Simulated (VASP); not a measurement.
Wanted: the native input for a VASP 6.6.1 run.

| Property | Result |
| --- | --- |
| Task | single point |
| Functional | PBE |
| Potentials or basis | VASP PAW PBE potentials, release 64 (Cd, Te, Se) |
| Cutoff | 520 eV |
| k mesh | 6 × 6 × 1 |
| Occupations | gaussian, width 0.1 eV |
| Spin | no spin polarisation |
| Dipole correction | no |
| Further INCAR settings | ALGO = Normal; EDIFF = 1e-07; NBANDS = 66 |

The structure of Cd3TeSe2 lies in POSCAR:

```
Cd3TeSe2
1.0
    4.2528687500      0.0000000000      0.0000000000
   -2.1264343800      3.6830923800      0.0000000000
    0.0000000000      0.0000000000     20.8221880400
Cd Te Se
6 2 4
Direct
    0.6666666700      0.3333333300      0.0000000000
    0.6666666700      0.3333333300      0.3333333300
    0.6666666700      0.3333333300      0.6666666700
    0.3333333300      0.6666666700      0.1666666700
    0.3333333300      0.6666666700      0.5000000000
    0.3333333300      0.6666666700      0.8333333300
    0.6666666700      0.3333333300      0.4583333300
    0.3333333300      0.6666666700      0.6250000000
    0.6666666700      0.3333333300      0.1250000000
    0.6666666700      0.3333333300      0.7916666700
    0.3333333300      0.6666666700      0.2916666700
    0.3333333300      0.6666666700      0.9583333300
```

These files were run (other wordings do the same):

INCAR

```
ALGO = Normal
EDIFF = 1E-7
ENCUT = 520
GGA = PE
ISIF = 2
ISMEAR = 0
LASPH = True
LCHARG = False
LREAL = False
LWAVE = False
NBANDS = 66
NELM = 100
PREC = Accurate
SIGMA = 0.1
```

KPOINTS

```
k-points
0
Gamma
  6 6 1
```

Potentials or basis: VASP PAW PBE potentials, release 64 (Cd, Te, Se).

Run with:

```console
$ cat potpaw_PBE.64/Cd/POTCAR potpaw_PBE.64/Te/POTCAR potpaw_PBE.64/Se/POTCAR > POTCAR
$ mpirun -np 1 vasp_std > vasp.out
```

Results of the run:

- Pressure: 10.4 GPa
- Largest force: 1.114 eV/Å
- Band gap on the k mesh: 0.68 eV, direct

Caveat: spin-orbit coupling is left out, which moves the levels of the heavy elements; forces of over 1 eV/Å act on the atoms, so gaps and moduli don't describe the material at rest.

Wall time 5 min on 1 thread of Intel Xeon 6975P-C (shared host), peak memory 0.47 GiB.
